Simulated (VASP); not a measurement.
# WSe2 (R3m) in VASP: further runs

Aim: see how the results for WSe2 move with the level of theory and the settings. Levels: PBE, LDA. Tasks: single point.

Everything below comes from runs of VASP 6.6.1. Logs are shortened: lines on timing, memory, paths and dates and some standing lists are left out, and cuts for length are marked.

## Step 1: The cell of the first run

The structure is trigonal, space group R3m (No. 160). The conventional cell has a = 3.302 Å, b = 3.302 Å, c = 19.739 Å, α = 90.00°, β = 90.00°, γ = 120.00°. W (site symmetry 3m) has 6 Se at 2.53 Å within 3.3 Å. Within 3.3 Å of Se (site symmetry 3m) lie 3 W at 2.53 Å. Se (site symmetry 3m) has 3 W at 2.53 Å within 3.3 Å.

## Step 2: Single point, PBE

INCAR

```
SYSTEM = WSe2
  ALGO = Normal
  EDIFF = 1E-7
  ENCUT = 520
  GGA = PE
  ISIF = 2
  ISMEAR = 0
  LASPH = .True.
  LCHARG = .True.
  LELF = .True.
  LREAL = .False.
  LVHAR = .True.
  LWAVE = .False.
  NBANDS = 20
  NELM = 100
  PREC = Accurate
  SIGMA = 0.01
```

KPOINTS

```
k-points
0
Gamma
  4 4 4
  0 0 0
```

POSCAR

```
WSe2
1.0
    1.6510739550      0.9532479924      6.5796479589
   -1.6510739550      0.9532479924      6.5796479589
    0.0000000000     -1.9064959847      6.5796479589
W Se
1 2
Direct
   -0.0000183143     -0.0000183143     -0.0000183143
    0.4176504314      0.4176504314      0.4176504314
    0.2490345495      0.2490345495      0.2490345495
```

Potentials or basis: VASP PAW PBE potentials, release 64 (W_sv, Se).

Launch:

```sh
> cat potpaw_PBE.64/W_sv/POTCAR potpaw_PBE.64/Se/POTCAR > POTCAR
> mpirun -np 1 vasp_std > vasp.out
```

OUTCAR:

```text
SYSTEM = WSe2
   EDIFF = 1E-7
   ENCUT = 520
   GGA = PE
   ISIF = 2
   ISMEAR = 0
   LASPH = .True.
   LREAL = .False.
   NELM = 100
   PREC = Accurate

 ion  position               nearest neighbor table
   1  1.000  1.000  1.000-   3 2.53   3 2.53   3 2.53   2 2.53   2 2.53   2 2.53
   2  0.418  0.418  0.418-   1 2.53   1 2.53   1 2.53
   3  0.249  0.249  0.249-   1 2.53   1 2.53   1 2.53

  LATTYP: Found a trigonal (rhomboedric) cell.
 ALAT       =     6.8502915415
 COS(alpha) =     0.8838163706

  Lattice vectors:

 A1 = (   1.6510739550,   0.9532479924,   6.5796479589)
 A2 = (  -1.6510739550,   0.9532479924,   6.5796479589)
 A3 = (   0.0000000000,  -1.9064959847,   6.5796479589)

Analysis of symmetry for initial positions (statically):
=====================================================================
 Subroutine PRICEL returns:
 Original cell was already a primitive cell.

 Routine SETGRP: Setting up the symmetry group for a
 trigonal (rhombohedral) supercell.

 Subroutine GETGRP returns: Found  6 space group operations
 (whereof  6 operations were pure point group operations)
 out of a pool of 12 trial point group operations.

The static configuration has the point symmetry C_3v.

Analysis of symmetry for dynamics (positions and initial velocities):
=====================================================================
 Subroutine PRICEL returns:
 Original cell was already a primitive cell.

 Routine SETGRP: Setting up the symmetry group for a
 trigonal (rhombohedral) supercell.

 Subroutine GETGRP returns: Found  6 space group operations
 (whereof  6 operations were pure point group operations)
 out of a pool of 12 trial point group operations.

The dynamic configuration has the point symmetry C_3v.

 Subroutine INISYM returns: Found  6 space group operations
 (whereof  6 operations are pure point group operations),
 and found     1 'primitive' translations

----------------------------------------------------------------------------------------

                                     Primitive cell

  volume of cell :      62.1336

  direct lattice vectors                    reciprocal lattice vectors
     1.651073955  0.953247992  6.579647959     0.302833194  0.174840826  0.050661272
    -1.651073955  0.953247992  6.579647959    -0.302833194  0.174840826  0.050661272
     0.000000000 -1.906495985  6.579647959     0.000000000 -0.349681653  0.050661272

  length of vectors
     6.850291541  6.850291541  6.850291541     0.353332453  0.353332453  0.353332453

  position of ions in fractional coordinates (direct lattice)
     0.999981686  0.999981686  0.999981686
     0.417650431  0.417650431  0.417650431
     0.249034550  0.249034550  0.249034550

  ion indices of the primitive-cell ions
   primitive index   ion index
                 1           1
                 2           2
                 3           3

----------------------------------------------------------------------------------------

 KPOINTS: k-points

Automatic generation of k-mesh.
 Grid dimensions read from file:
 generate k-points for:    4    4    4

 Generating k-lattice:

  Cartesian coordinates                     Fractional coordinates (reciprocal lattice)
     0.075708299  0.043710207  0.012665318     0.250000000  0.000000000  0.000000000
    -0.075708299  0.043710207  0.012665318     0.000000000  0.250000000  0.000000000
     0.000000000 -0.087420413  0.012665318     0.000000000  0.000000000  0.250000000

  Length of vectors
     0.088333113  0.088333113  0.088333113

  Shift w.r.t. Gamma in fractional coordinates (k-lattice)
     0.000000000  0.000000000  0.000000000

 Subroutine IBZKPT returns following result:
 ===========================================

 Found     13 irreducible k-points:

 Following reciprocal coordinates:
            Coordinates               Weight
  0.000000  0.000000  0.000000      1.000000
  0.250000  0.000000  0.000000      6.000000
  0.500000  0.000000  0.000000      3.000000
  0.250000  0.250000  0.000000      6.000000
  0.500000  0.250000  0.000000     12.000000
 -0.250000  0.250000  0.000000      6.000000
  0.500000  0.500000  0.000000      3.000000
  0.250000  0.250000  0.250000      2.000000
  0.500000  0.250000  0.250000      6.000000
 -0.250000  0.250000  0.250000      6.000000
  0.500000  0.500000  0.250000      6.000000
 -0.250000  0.500000  0.250000      6.000000
  0.500000  0.500000  0.500000      1.000000
   k-points           NKPTS =     13   k-points in BZ     NKDIM =     13   number of bands    NBANDS=     20
   number of dos      NEDOS =    301   number of ions     NIONS =      3
   total plane-waves  NPLWV = 157464
   dimension x,y,z NGX =    54 NGY =   54 NGZ =   54
   dimension x,y,z NGXF=   108 NGYF=  108 NGZF=  108
   ions per type =               1   2
   NGX,Y,Z   is equivalent  to a cutoff of  13.10, 13.10, 13.10 a.u.
   NGXF,Y,Z  is equivalent  to a cutoff of  26.21, 26.21, 26.21 a.u.
 SYSTEM =  WSe2
   PREC   = accura    normal or accurate (medium, high low for compatibility)
   ISTART =      0    job   : 0-new  1-cont  2-samecut
   ICHARG =      2    charge: 1-file 2-atom 10-const
   ISPIN  =      1    spin polarized calculation?
   LNONCOLLINEAR =      F non collinear calculations
   LSORBIT =      F    spin-orbit coupling
   LASPH  =      T    aspherical Exc in radial PAW
   ENCUT  =  520.0 eV  38.22 Ry    6.18 a.u.  12.74 12.74 12.74*2*pi/ulx,y,z
   NELM   =    100;   NELMIN=  2; NELMDL= -5     # of ELM steps
   EDIFF  = 0.1E-06   stopping-criterion for ELM
   LREAL  =      F    real-space projection
   EDIFFG = 0.1E-05   stopping-criterion for IOM
   NSW    =      0    number of steps for IOM
   IBRION =     -1    ionic relax: 0-MD 1-quasi-New 2-CG
   NFREE  =      0    steps in history (QN), initial steepest desc. (CG)
   ISIF   =      2    stress and relaxation
   ISYM   =      2    0-nonsym 1-usesym 2-fastsym
   POTIM  = 0.5000    time-step for ionic-motion
   TEBEG  =    0.0;   TEEND  =   0.0 temperature during run
   PSTRESS=    0.0 pullay stress
   NELECT =      26.0000    total number of electrons
   NUPDOWN=      -1.0000    fix difference up-down
   EMIN   =  10.00;   EMAX   =-10.00  energy-range for DOS
   EFERMI =   0.00;   METHOD = LEGACY
   ISMEAR =     0;   SIGMA  =   0.01  broadening in eV -4-tet -1-fermi 0-gaus
   EFERMI_NEDOS =   21; number of points for ismear=-14 and -15
   IALGO  =     38    algorithm
   IMIX   =      4    mixing-type and parameters
     AMIX     =   0.40;   BMIX     =  1.00
     AMIX_MAG =   1.60;   BMIX_MAG =  1.00
  volume/ion in A,a.u.               =      20.71       139.77
  Fermi-wavevector in a.u.,A,eV,Ry     =   1.224495  2.313961 20.400427  1.499389
  Thomas-Fermi vector in A             =   2.359568
   LORBIT       =      0    0 simple, 1 ext, 2 COOP (PROOUT), +10 PAW based schemes
   GGA     = PE    functional components
   LHFCALC =     F    Hartree Fock is set to
   AEXX    =    0.0000 exact exchange contribution
   IVDW    =     0    specifies the selected vdW correction
   LEPSILON=     F    determine dielectric tensor
   LRPA    =     F    only Hartree local field effects (RPA)
 non-spin polarized calculation
 Gauss-broadening in eV      SIGMA  =   0.01
  energy-cutoff  :      520.00
  volume of cell :       62.13
 maximum number of plane-waves:      1690
 NGX is ok and might be reduce to    54
   NGX = 25   NGY = 25   NGZ = 25

 number of electron      26.0000000 magnetization

 Free energy of the ion-electron system (eV)
  ---------------------------------------------------
  ext. energy  EPLUGINS =         0.00000000
  ---------------------------------------------------
  free energy    TOTEN  =       -21.62832180 eV

  energy without entropy =      -21.62832180  energy(sigma->0) =      -21.62832180

 E-fermi :   6.2698     XC(G=0): -10.6056

 val. band max:        6.0390351297   @ k =   0.5000   0.5000   0.5000
 cond. band min:       7.4220640347   @ k =   0.2500   0.0000   0.0000
 fundamental gap:      1.3830289050
 Fermi energy:         6.2698182287

 k-point     1 :       0.0000    0.0000    0.0000
  band No.  band energies     occupation
      1     -68.2851      2.00000
      2     -32.5269      2.00000
      3     -32.4125      2.00000
      4     -32.4125      2.00000
      5      -9.2042      2.00000
      6      -7.6503      2.00000
[... 12 lines left out ...]
     19      13.7076      0.00000
     20      14.0912      0.00000

 k-point     2 :       0.2500    0.0000    0.0000
  band No.  band energies     occupation
      1     -68.2802      2.00000
      2     -32.5254      2.00000
      3     -32.5051      2.00000
      4     -32.4391      2.00000
      5      -8.3417      2.00000
      6      -7.2873      2.00000
[... 12 lines left out ...]
     19      13.9497      0.00000
     20      14.4914      0.00000

 k-point     3 :       0.5000    0.0000    0.0000
  band No.  band energies     occupation
      1     -68.2753      2.00000
      2     -32.6359      2.00000
      3     -32.4832      2.00000
      4     -32.4656      2.00000
      5      -7.1702      2.00000
      6      -6.8371      2.00000
[... 12 lines left out ...]
     19      12.3190      0.00000
     20      12.9482      0.00000

 k-point     4 :       0.2500    0.2500    0.0000
  band No.  band energies     occupation
      1     -68.2802      2.00000
      2     -32.5254      2.00000
      3     -32.5051      2.00000
      4     -32.4391      2.00000
      5      -8.3118      2.00000
      6      -7.3335      2.00000
[... 176 lines left out ...]
 k-point    12 :      -0.2500    0.5000    0.2500
  band No.  band energies     occupation
      1     -68.2753      2.00000
      2     -32.5948      2.00000
      3     -32.5076      2.00000
      4     -32.4832      2.00000
      5      -7.1148      2.00000
      6      -6.9358      2.00000
[... 12 lines left out ...]
     19      12.8343      0.00000
     20      14.7772      0.00000

 k-point    13 :       0.5000    0.5000    0.5000
  band No.  band energies     occupation
      1     -68.2851      2.00000
      2     -32.5269      2.00000
      3     -32.4125      2.00000
      4     -32.4125      2.00000
      5      -9.0065      2.00000
      6      -7.9882      2.00000
[... 12 lines left out ...]
     19      14.0496      0.00000
     20      15.5237      0.00000

------------------------ aborting loop because EDIFF is reached ----------------------------------------

  FORCE on cell =-STRESS in cart. coord.  units (eV):
  Direction    XX          YY          ZZ          XY          YZ          ZX
  --------------------------------------------------------------------------------------
  -------------------------------------------------------------------------------------
  Total        1.0904670      1.0904670      1.7029047      0.0000000      0.0000000      0.0000000
  in kB       28.1187984     28.1187984     43.9111290      0.0000000      0.0000000      0.0000000
  external PRESSURE =      33.3829086 kB  Pullay stress =       0.0000000 kB

 VOLUME and BASIS-vectors are now :
 -----------------------------------------------------------------------------
  energy-cutoff  :      520.00
  volume of cell :       62.13
      direct lattice vectors                 reciprocal lattice vectors
     1.651073955  0.953247992  6.579647959     0.302833194  0.174840826  0.050661272
    -1.651073955  0.953247992  6.579647959    -0.302833194  0.174840826  0.050661272
     0.000000000 -1.906495985  6.579647959     0.000000000 -0.349681653  0.050661272

 POSITION                                       TOTAL-FORCE (eV/Angst)
 -----------------------------------------------------------------------------------
      0.00000      0.00000     19.73858         0.000000     -0.000000     -0.003425
      0.00000      0.00000      8.24398         0.000000      0.000000      0.271273
      0.00000      0.00000      4.91568         0.000000     -0.000000     -0.267849
 -----------------------------------------------------------------------------------
    total drift:                                0.000000     -0.000000     -0.000131

  FREE ENERGIE OF THE ION-ELECTRON SYSTEM (eV)
  ---------------------------------------------------
  free  energy   TOTEN  =       -21.6283217991 eV

  energy  without entropy=      -21.6283217991  energy(sigma->0) =      -21.62832180
```

Wall time 67 s (1 thread of Intel Xeon Platinum 8375C at 2.90GHz (Ice Lake), shared host); peak memory 0.37 GiB.

Results:

- Free energy: -21.6283 eV
- Pressure: 3.3 GPa
- Largest force: 0.271 eV/Å
- Band gap on the k mesh: 1.38 eV, indirect (least direct gap 2.23 eV)

Forces in eV/Å, atoms in the order of the input:
```
W    0.000  0.000 -0.003
Se   0.000  0.000  0.271
Se   0.000  0.000 -0.268
```

Levels at points of the mesh, in eV from the valence-band top:
| k point | band 9 | band 10 | band 11 | band 12 | band 13 | band 14 | band 15 | band 16 | band 17 | band 18 |
| --- | --- | --- | --- | --- | --- | --- | --- | --- | --- | --- |
| (0.00, 0.00, 0.00) | -2.71 | -1.59 | -1.59 | -1.19 | -1.04 | 2.58 | 2.58 | 2.90 | 2.90 | 4.39 |
| (0.50, 0.00, 0.00) | -4.69 | -3.39 | -2.21 | -1.40 | -1.19 | 2.12 | 2.35 | 3.48 | 3.89 | 4.24 |
| (0.50, 0.50, 0.00) | -4.39 | -3.31 | -2.76 | -1.39 | -1.25 | 2.08 | 2.51 | 3.13 | 4.36 | 4.61 |
| (0.50, 0.50, 0.50) | -2.72 | -2.72 | -1.56 | -1.56 | 0.00 | 2.68 | 2.68 | 2.77 | 2.77 | 5.06 |

Caveat: the k points lie up to 0.56 Å⁻¹ apart; spin-orbit coupling is left out, which moves the levels of the heavy elements.

## Step 3: Single point, PBE

INCAR

```
ALGO = Normal ; EDIFF = 1E-6
ENCUT = 520 ; GGA = PE
ISIF = 2 ; ISMEAR = 0
LASPH = T ; LCHARG = F
LREAL = F ; LWAVE = F
NBANDS = 20 ; NELM = 100
PREC = Accurate ; SIGMA = 0.01
```

KPOINTS

```
k-points
0
Gamma
  4 4 4
```

POSCAR is that of step 2.

Potentials or basis: VASP PAW PBE potentials, release 64 (W_sv, Se).

Launch:

```sh
> cat potpaw_PBE.64/W_sv/POTCAR potpaw_PBE.64/Se/POTCAR > POTCAR
> mpirun -np 1 vasp_std > vasp.out
```

OUTCAR:

```text
EDIFF = 1E-6
   ENCUT = 520
   GGA = PE
   ISIF = 2
   ISMEAR = 0
   LASPH = T
   LREAL = F
   NELM = 100
   PREC = Accurate

 ion  position               nearest neighbor table
   1  1.000  1.000  1.000-   3 2.53   3 2.53   3 2.53   2 2.53   2 2.53   2 2.53
   2  0.418  0.418  0.418-   1 2.53   1 2.53   1 2.53
   3  0.249  0.249  0.249-   1 2.53   1 2.53   1 2.53

  LATTYP: Found a trigonal (rhomboedric) cell.
 ALAT       =     6.8502915415
[... 480 lines left out ...]

  FORCE on cell =-STRESS in cart. coord.  units (eV):
  Direction    XX          YY          ZZ          XY          YZ          ZX
  --------------------------------------------------------------------------------------
  -------------------------------------------------------------------------------------
  Total        1.0905572      1.0905572      1.7010158      0.0000000      0.0000000      0.0000000
  in kB       28.1211245     28.1211245     43.8624206      0.0000000      0.0000000      0.0000000
  external PRESSURE =      33.3682232 kB  Pullay stress =       0.0000000 kB

 VOLUME and BASIS-vectors are now :
 -----------------------------------------------------------------------------
  energy-cutoff  :      520.00
  volume of cell :       62.13
      direct lattice vectors                 reciprocal lattice vectors
     1.651073955  0.953247992  6.579647959     0.302833194  0.174840826  0.050661272
    -1.651073955  0.953247992  6.579647959    -0.302833194  0.174840826  0.050661272
     0.000000000 -1.906495985  6.579647959     0.000000000 -0.349681653  0.050661272

 POSITION                                       TOTAL-FORCE (eV/Angst)
 -----------------------------------------------------------------------------------
      0.00000      0.00000     19.73858         0.000000     -0.000000     -0.003433
      0.00000      0.00000      8.24398         0.000000      0.000000      0.271116
      0.00000      0.00000      4.91568         0.000000     -0.000000     -0.267683
 -----------------------------------------------------------------------------------
    total drift:                                0.000000     -0.000000     -0.000132

  FREE ENERGIE OF THE ION-ELECTRON SYSTEM (eV)
  ---------------------------------------------------
  free  energy   TOTEN  =       -21.6283217879 eV

  energy  without entropy=      -21.6283217879  energy(sigma->0) =      -21.62832179
```

Run time: 59 s. Hardware: 1 thread of Intel Xeon Platinum 8375C at 2.90GHz (Ice Lake), shared host; peak memory 0.37 GiB.

Results:

| Quantity | Value |
| --- | --- |
| Free energy | -21.6283 eV |
| Pressure | 3.3 GPa |
| Largest force | 0.271 eV/Å |
| Band gap on the k mesh | 1.38 eV, indirect (least direct gap 2.23 eV) |

Forces on the atoms (eV/Å):
```
W    0.000  0.000 -0.003
Se   0.000  0.000  0.271
Se   0.000  0.000 -0.268
```

Caveat: the k points lie up to 0.56 Å⁻¹ apart; spin-orbit coupling is left out, which moves the levels of the heavy elements.

## Step 4: Single point, LDA

INCAR

```
PREC     = Accurate       # precision mode
ENCUT    = 520            # plane-wave cutoff, eV
EDIFF    = 1E-6           # SCF threshold, eV
ISMEAR   = 0              # smearing method
SIGMA    = 0.01           # smearing width, eV
LREAL    = False          # projectors in reciprocal space
LASPH    = True           # aspherical terms in the spheres
NELM     = 60             # most SCF steps
ALGO     = Normal         # electronic algorithm
ISIF     = 2              # what is computed and relaxed
LWAVE    = False          # write WAVECAR
LCHARG   = False          # write CHGCAR
NBANDS   = 20             # bands
```

KPOINTS

```
regular mesh
0
Gamma
  4 4 4
```

POSCAR is that of step 3.

Potentials or basis: VASP PAW LDA potentials, release 64 (W_sv, Se).

Launch:

```sh
> cat potpaw_LDA.64/W_sv/POTCAR potpaw_LDA.64/Se/POTCAR > POTCAR
> mpirun -np 1 vasp_std > vasp.out
```

Run time: 48 s. Hardware: 1 thread of Intel Xeon Platinum 8375C at 2.90GHz (Ice Lake), shared host; peak memory 0.3 GiB.

It converged, with:

| Quantity | Value |
| --- | --- |
| Free energy | -24.2660 eV |
| Pressure | -3.8 GPa |
| Largest force | 0.230 eV/Å |
| Band gap on the k mesh | 1.32 eV, indirect (least direct gap 2.20 eV) |

Forces in eV/Å, atoms in the order of the input:
```
W    0.000  0.000 -0.005
Se   0.000  0.000 -0.225
Se   0.000  0.000  0.230
```

Stress tensor (GPa, compression positive):
```
-4.19  0.00  0.00
 0.00 -4.19  0.00
 0.00  0.00 -2.95
```

Levels at points of the mesh, in eV from the valence-band top:
```
           k point  band 11  band 12  band 13  band 14  band 15  band 16
(0.00, 0.00, 0.00)    -1.60    -1.14    -1.07     2.57     2.57     2.89
(0.50, 0.00, 0.00)    -2.18    -1.38    -1.16     2.07     2.29     3.41
(0.50, 0.50, 0.00)    -2.74    -1.36    -1.22     2.04     2.46     3.06
(0.50, 0.50, 0.50)    -1.57    -1.57     0.00     2.67     2.67     2.76
```

Caveat: the k points lie up to 0.56 Å⁻¹ apart; spin-orbit coupling is left out, which moves the levels of the heavy elements. A k mesh can miss the band edges.
